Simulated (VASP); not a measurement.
# AlN (rock salt) (Fm-3m) in VASP: single point with PBE

Aim: the single point of AlN (rock salt) with PBE.

Everything below comes from runs of VASP 6.6.1. Logs are shortened: lines on timing, memory, paths and dates and some standing lists are left out, and cuts for length are marked.

## 1. The cell of the first run

Symmetry: Fm-3m, No. 225, cubic system. Conventional cell: a = 4.058 Å, b = 4.058 Å, c = 4.058 Å, α = 90.00°, β = 90.00°, γ = 90.00°. Al (site symmetry m-3m) has 6 N at 2.03 Å within 2.7 Å. N (site symmetry m-3m) has 6 Al at 2.03 Å within 2.7 Å.

## 2. Single point, PBE (volume scaled by 1.01)

INCAR reads:

```
ALGO = Normal ; EDIFF = 1E-6
ENCUT = 600 ; GGA = PE
GGA_COMPAT = F ; ISIF = 2
ISMEAR = 0 ; LASPH = T
LCHARG = T ; LELF = T
LREAL = F ; LVHAR = T
LWAVE = F ; NBANDS = 11
NELM = 120 ; PREC = Accurate
SIGMA = 0.01
```

KPOINTS reads:

```
k-points
0
Gamma
  10 10 10
```

POSCAR reads:

```
AlN
1.0
    0.0000000000      2.0292193185      2.0292193185
    2.0292193185      0.0000000000      2.0292193185
    2.0292193185      2.0292193185      0.0000000000
Al N
1 1
Direct
    0.0000000000      0.0000000000      0.0000000000
    0.5000000000      0.5000000000      0.5000000000
```

Potentials or basis: VASP PAW PBE potentials, release 64 (Al, N).

Run with:

```console
> cat potpaw_PBE.64/Al/POTCAR potpaw_PBE.64/N/POTCAR > POTCAR
> mpirun -np 1 vasp_std > vasp.out
```

OUTCAR:

```text
EDIFF = 1E-6
   ENCUT = 600
   GGA = PE
   ISIF = 2
   ISMEAR = 0
   LASPH = T
   LREAL = F
   NELM = 120
   PREC = Accurate

 ion  position               nearest neighbor table
   1  0.000  0.000  0.000-   2 2.03   2 2.03   2 2.03   2 2.03   2 2.03   2 2.03
   2  0.500  0.500  0.500-   1 2.03   1 2.03   1 2.03   1 2.03   1 2.03   1 2.03

  LATTYP: Found a face centered cubic cell.
 ALAT       =     4.0584386370

  Lattice vectors:

 A1 = (   0.0000000000,   2.0292193185,   2.0292193185)
 A2 = (   2.0292193185,   0.0000000000,   2.0292193185)
 A3 = (   2.0292193185,   2.0292193185,   0.0000000000)

Analysis of symmetry for initial positions (statically):
=====================================================================
 Subroutine PRICEL returns:
 Original cell was already a primitive cell.

 Routine SETGRP: Setting up the symmetry group for a
 face centered cubic supercell.

 Subroutine GETGRP returns: Found 48 space group operations
 (whereof 48 operations were pure point group operations)
 out of a pool of 48 trial point group operations.

The static configuration has the point symmetry O_h .

Analysis of symmetry for dynamics (positions and initial velocities):
=====================================================================
 Subroutine PRICEL returns:
 Original cell was already a primitive cell.

 Routine SETGRP: Setting up the symmetry group for a
 face centered cubic supercell.

 Subroutine GETGRP returns: Found 48 space group operations
 (whereof 48 operations were pure point group operations)
 out of a pool of 48 trial point group operations.

The dynamic configuration has the point symmetry O_h .

 Subroutine INISYM returns: Found 48 space group operations
 (whereof 48 operations are pure point group operations),
 and found     1 'primitive' translations

----------------------------------------------------------------------------------------

                                     Primitive cell

  volume of cell :      16.7116

  direct lattice vectors                    reciprocal lattice vectors
     0.000000000  2.029219319  2.029219319    -0.246400177  0.246400177  0.246400177
     2.029219319  0.000000000  2.029219319     0.246400177 -0.246400177  0.246400177
     2.029219319  2.029219319  0.000000000     0.246400177  0.246400177 -0.246400177

  length of vectors
     2.869749481  2.869749481  2.869749481     0.426777626  0.426777626  0.426777626

  position of ions in fractional coordinates (direct lattice)
     0.000000000  0.000000000  0.000000000
     0.500000000  0.500000000  0.500000000

  ion indices of the primitive-cell ions
   primitive index   ion index
                 1           1
                 2           2

----------------------------------------------------------------------------------------

 KPOINTS: k-points

Automatic generation of k-mesh.
 Grid dimensions read from file:
 generate k-points for:   10   10   10

 Generating k-lattice:

  Cartesian coordinates                     Fractional coordinates (reciprocal lattice)
    -0.024640018  0.024640018  0.024640018     0.100000000  0.000000000  0.000000000
     0.024640018 -0.024640018  0.024640018     0.000000000  0.100000000  0.000000000
     0.024640018  0.024640018 -0.024640018     0.000000000  0.000000000  0.100000000

  Length of vectors
     0.042677763  0.042677763  0.042677763

  Shift w.r.t. Gamma in fractional coordinates (k-lattice)
     0.000000000  0.000000000  0.000000000

 Subroutine IBZKPT returns following result:
 ===========================================

 Found     47 irreducible k-points:

 Following reciprocal coordinates:
            Coordinates               Weight
  0.000000  0.000000  0.000000      1.000000
  0.100000  0.000000  0.000000      8.000000
  0.200000  0.000000  0.000000      8.000000
  0.300000  0.000000  0.000000      8.000000
  0.400000  0.000000  0.000000      8.000000
  0.500000  0.000000  0.000000      4.000000
[... 16 lines left out ...]
  0.300000  0.300000  0.000000      6.000000
  0.400000  0.300000  0.000000     24.000000
 [... further k-points ...]
   k-points           NKPTS =     47   k-points in BZ     NKDIM =     47   number of bands    NBANDS=     11
   number of dos      NEDOS =    301   number of ions     NIONS =      2
   total plane-waves  NPLWV =  13824
   dimension x,y,z NGX =    24 NGY =   24 NGZ =   24
   dimension x,y,z NGXF=    48 NGYF=   48 NGZF=   48
   ions per type =               1   1
   NGX,Y,Z   is equivalent  to a cutoff of  13.90, 13.90, 13.90 a.u.
   NGXF,Y,Z  is equivalent  to a cutoff of  27.81, 27.81, 27.81 a.u.
 SYSTEM =  unknown system
   PREC   = accura    normal or accurate (medium, high low for compatibility)
   ISTART =      0    job   : 0-new  1-cont  2-samecut
   ICHARG =      2    charge: 1-file 2-atom 10-const
   ISPIN  =      1    spin polarized calculation?
   LNONCOLLINEAR =      F non collinear calculations
   LSORBIT =      F    spin-orbit coupling
   LASPH  =      T    aspherical Exc in radial PAW
   ENCUT  =  600.0 eV  44.10 Ry    6.64 a.u.   5.73  5.73  5.73*2*pi/ulx,y,z
   NELM   =    120;   NELMIN=  2; NELMDL= -5     # of ELM steps
   EDIFF  = 0.1E-05   stopping-criterion for ELM
   LREAL  =      F    real-space projection
   EDIFFG = 0.1E-04   stopping-criterion for IOM
   NSW    =      0    number of steps for IOM
   IBRION =     -1    ionic relax: 0-MD 1-quasi-New 2-CG
   NFREE  =      0    steps in history (QN), initial steepest desc. (CG)
   ISIF   =      2    stress and relaxation
   ISYM   =      2    0-nonsym 1-usesym 2-fastsym
   POTIM  = 0.5000    time-step for ionic-motion
   TEBEG  =    0.0;   TEEND  =   0.0 temperature during run
   PSTRESS=    0.0 pullay stress
   NELECT =       8.0000    total number of electrons
   NUPDOWN=      -1.0000    fix difference up-down
   EMIN   =  10.00;   EMAX   =-10.00  energy-range for DOS
   EFERMI =   0.00;   METHOD = LEGACY
   ISMEAR =     0;   SIGMA  =   0.01  broadening in eV -4-tet -1-fermi 0-gaus
   EFERMI_NEDOS =   21; number of points for ismear=-14 and -15
   IALGO  =     38    algorithm
   IMIX   =      4    mixing-type and parameters
     AMIX     =   0.40;   BMIX     =  1.00
     AMIX_MAG =   1.60;   BMIX_MAG =  1.00
  volume/ion in A,a.u.               =       8.36        56.39
  Fermi-wavevector in a.u.,A,eV,Ry     =   1.280656  2.420089 22.314642  1.640080
  Thomas-Fermi vector in A             =   2.413071
   LORBIT       =      0    0 simple, 1 ext, 2 COOP (PROOUT), +10 PAW based schemes
   GGA     = PE    functional components
   LHFCALC =     F    Hartree Fock is set to
   AEXX    =    0.0000 exact exchange contribution
   IVDW    =     0    specifies the selected vdW correction
   LEPSILON=     F    determine dielectric tensor
   LRPA    =     F    only Hartree local field effects (RPA)
 non-spin polarized calculation
 Gauss-broadening in eV      SIGMA  =   0.01
  energy-cutoff  :      600.00
  volume of cell :       16.71
 maximum number of plane-waves:       568
   NGX = 11   NGY = 11   NGZ = 11

 number of electron       7.9999999 magnetization

 Free energy of the ion-electron system (eV)
  ---------------------------------------------------
  ext. energy  EPLUGINS =         0.00000000
  ---------------------------------------------------
  free energy    TOTEN  =       -14.54672026 eV

  energy without entropy =      -14.54672026  energy(sigma->0) =      -14.54672026

 E-fermi :   9.8678     XC(G=0): -12.2329

 val. band max:        9.8182271679   @ k =   0.0000   0.0000   0.0000
 cond. band min:      14.3162503253   @ k =   0.5000   0.5000   0.0000
 fundamental gap:      4.4980231574
 Fermi energy:         9.8678421855

 k-point     1 :       0.0000    0.0000    0.0000
  band No.  band energies     occupation
      1      -7.6335      2.00000
      2       9.8182      2.00000
      3       9.8182      2.00000
      4       9.8182      2.00000
      5      15.3360      0.00000
      6      21.9490      0.00000
      7      21.9490      0.00000
      8      21.9490      0.00000
      9      27.0593      0.00000
     10      27.5248      0.00000
     11      27.5248      0.00000

 k-point     2 :       0.1000    0.0000    0.0000
  band No.  band energies     occupation
      1      -7.4305      2.00000
      2       8.8003      2.00000
      3       9.6984      2.00000
      4       9.6984      2.00000
      5      15.9708      0.00000
      6      21.0455      0.00000
      7      22.2414      0.00000
      8      22.2414      0.00000
      9      25.9183      0.00000
     10      25.9183      0.00000
     11      27.9225      0.00000

 k-point     3 :       0.2000    0.0000    0.0000
  band No.  band energies     occupation
      1      -6.8404      2.00000
      2       6.6709      2.00000
      3       9.4077      2.00000
      4       9.4077      2.00000
      5      16.6425      0.00000
      6      20.5191      0.00000
      7      22.3914      0.00000
      8      22.3914      0.00000
      9      25.3510      0.00000
     10      25.3510      0.00000
     11      27.2414      0.00000

 k-point     4 :       0.3000    0.0000    0.0000
  band No.  band energies     occupation
      1      -5.9369      2.00000
      2       4.3632      2.00000
      3       9.0852      2.00000
      4       9.0852      2.00000
      5      16.4075      0.00000
      6      21.4214      0.00000
      7      21.6381      0.00000
      8      21.6381      0.00000
      9      26.4237      0.00000
     10      26.8446      0.00000
     11      26.8446      0.00000

 k-point     5 :       0.4000    0.0000    0.0000
  band No.  band energies     occupation
      1      -4.9354      2.00000
      2       2.4278      2.00000
      3       8.8481      2.00000
      4       8.8481      2.00000
      5      16.0262      0.00000
      6      20.9671      0.00000
      7      20.9671      0.00000
      8      22.5236      0.00000
      9      25.9121      0.00000
     10      29.0542      0.00000
     11      29.0542      0.00000
[... 211 lines left out ...]
 k-point    21 :      -0.3000    0.2000    0.0000
  band No.  band energies     occupation
      1      -4.7267      2.00000
      2       3.5009      2.00000
      3       6.1964      2.00000
      4       8.7142      2.00000
      5      17.9598      0.00000
      6      19.6242      0.00000
      7      21.1538      0.00000
      8      22.0402      0.00000
      9      26.7757      0.00000
     10      28.9378      0.00000
     11      30.4613      0.00000

 k-point    22 :      -0.2000    0.2000    0.0000
  band No.  band energies     occupation
      1      -5.6448      2.00000
      2       4.8918      2.00000
      3       6.9156      2.00000
      4       9.1500      2.00000
      5      18.3666      0.00000
      6      19.7795      0.00000
      7      20.5302      0.00000
      8      22.2487      0.00000
      9      24.7974      0.00000
     10      28.8332      0.00000
     11      30.1604      0.00000

 k-point    23 :       0.3000    0.3000    0.0000
  band No.  band energies     occupation
      1      -5.4049      2.00000
      2       5.0351      2.00000
      3       7.8181      2.00000
      4       7.8181      2.00000
      5      16.5308      0.00000
      6      16.5770      0.00000
      7      21.4480      0.00000
      8      25.3249      0.00000
      9      25.3249      0.00000
     10      30.2543      0.00000
     11      33.7687      0.00000

 k-point    24 :       0.4000    0.3000    0.0000
  band No.  band energies     occupation
      1      -4.6589      2.00000
      2       4.0146      2.00000
      3       7.0520      2.00000
      4       7.5633      2.00000
      5      15.8901      0.00000
      6      16.7086      0.00000
      7      21.9011      0.00000
      8      25.2845      0.00000
      9      26.0334      0.00000
     10      31.5268      0.00000
     11      34.4461      0.00000

 [... further k-points ...]
[... 5 lines left out ...]
  --------------------------------------------------------------------------------------
  -------------------------------------------------------------------------------------
  Total        0.1936237      0.1936237      0.1936237      0.0000000      0.0000000     -0.0000000
  in kB       18.5631721     18.5631721     18.5631721      0.0000000      0.0000000     -0.0000000
  external PRESSURE =      18.5631721 kB  Pullay stress =       0.0000000 kB

 VOLUME and BASIS-vectors are now :
 -----------------------------------------------------------------------------
  energy-cutoff  :      600.00
  volume of cell :       16.71
      direct lattice vectors                 reciprocal lattice vectors
     0.000000000  2.029219319  2.029219319    -0.246400177  0.246400177  0.246400177
     2.029219319  0.000000000  2.029219319     0.246400177 -0.246400177  0.246400177
     2.029219319  2.029219319  0.000000000     0.246400177  0.246400177 -0.246400177

 POSITION                                       TOTAL-FORCE (eV/Angst)
 -----------------------------------------------------------------------------------
      0.00000      0.00000      0.00000         0.000000      0.000000      0.000000
      2.02922      2.02922      2.02922        -0.000000     -0.000000      0.000000
 -----------------------------------------------------------------------------------
    total drift:                               -0.000000     -0.000000      0.000000

  FREE ENERGIE OF THE ION-ELECTRON SYSTEM (eV)
  ---------------------------------------------------
  free  energy   TOTEN  =       -14.5467202636 eV

  energy  without entropy=      -14.5467202636  energy(sigma->0) =      -14.54672026
```

Run time: 3.6 s. Hardware: 1 thread of Intel Xeon Platinum 8481C at 2.70GHz (Sapphire Rapids), shared host; peak memory 0.13 GiB.

Results:

| Item | Value |
| --- | --- |
| Free energy | -14.5467 eV |
| Pressure | 1.9 GPa |
| Band gap on the k mesh | 4.50 eV, indirect (least direct gap 5.52 eV) |
